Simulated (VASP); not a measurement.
Here is a VASP 6.6.1 calculation.

The input INCAR:

```
SYSTEM = Si8O15
  ALGO = Normal
  EDIFF = 1E-6
  ENCUT = 520
  GGA = PS
  ISIF = 2
  ISMEAR = 0
  LASPH = .TRUE.
  LCHARG = .FALSE.
  LREAL = Auto
  LWAVE = .FALSE.
  NBANDS = 78
  NELECT = 124.0
  NELM = 80
  PREC = Accurate
  SIGMA = 0.02
```

Contents of KPOINTS:

```
k-points
0
G
  3 3 3
  0 0 0
```

The input POSCAR:

```
Si8O15
1.0
    0.0000000000      5.0462000000      4.4946000000
    4.0970000000      0.0000000000      4.4946000000
    4.0970000000      5.0462000000      0.0000000000
Si O
8 15
Direct
    0.2336379881      0.0319698525      0.9349088393
    0.3153975545      0.4470415947      0.0443787128
    0.8082383465      0.9385934071      0.0487356141
    0.2097547122      0.0483590243      0.4489050714
    0.6884754571      0.5453162040      0.4535541890
    0.8151867652      0.9625941274      0.5204800732
    0.1482070856      0.5077756492      0.6194777069
    0.7304488101      0.5142859827      0.9480972245
    0.4290040454      0.5156337422      0.1801087523
    0.2665889430      0.1566028872      0.6168899124
    0.3711951945      0.7335173494      0.5190701536
    0.4740075661      0.1100951350      0.1440442353
    0.1191440119      0.9904672994      0.2660440504
    0.2364710451      0.3451905043      0.8853806453
    0.1478059601      0.7729754220      0.9780287274
    0.0456833596      0.3848575117      0.3500577922
    0.9134708479      0.0123023021      0.7134733874
    0.7693174639      0.6493382563      0.1240771697
    0.8780190058      0.1780491649      0.0328244011
    0.6085964789      0.4670247110      0.7712691626
    0.7429703873      0.8420333950      0.3774469565
    0.6536600669      0.2783220894      0.4728604832
    0.5881045438      0.8556599736      0.8137376344
```

Potentials or basis: VASP PAW PBE potentials, release 64 (Si, O).

Command:

```sh
$ cat potpaw_PBE.64/Si/POTCAR potpaw_PBE.64/O/POTCAR > POTCAR
$ mpirun -np 1 vasp_std > vasp.out
```

**Question.** What does it give for the largest force?

**Answer.** 3.195 eV/Å.

Forces on the atoms (eV/Å):
```
Si   0.298 -0.226 -0.074
Si  -0.162  0.156  0.123
Si  -0.038  0.206 -0.038
Si  -0.194  0.188  0.161
Si  -0.269 -0.070 -0.277
Si  -0.564  0.643 -0.050
Si   0.636 -1.277 -0.818
Si  -0.276 -0.215  0.452
O   -0.105  0.138  0.085
O    0.362  0.026  0.128
O   -0.020  0.034 -0.087
O   -0.059  0.175  0.118
O   -0.488 -0.101  0.774
O   -0.297  0.099 -0.005
O   -0.046  0.298  0.346
O   -0.063  0.241  0.189
O   -0.433  0.204 -0.121
O   -0.023  0.089  0.187
O   -0.087  0.187 -0.230
O   -0.143  0.070  0.117
O   -0.101  0.278 -0.207
O   -0.481  0.553  0.134
O    2.551 -1.696 -0.908
```

Caveat: the cell carries a net charge on a neutralising background, which shifts energy and pressure; the PAW data sets were made with another functional, which shifts forces and pressure a little.
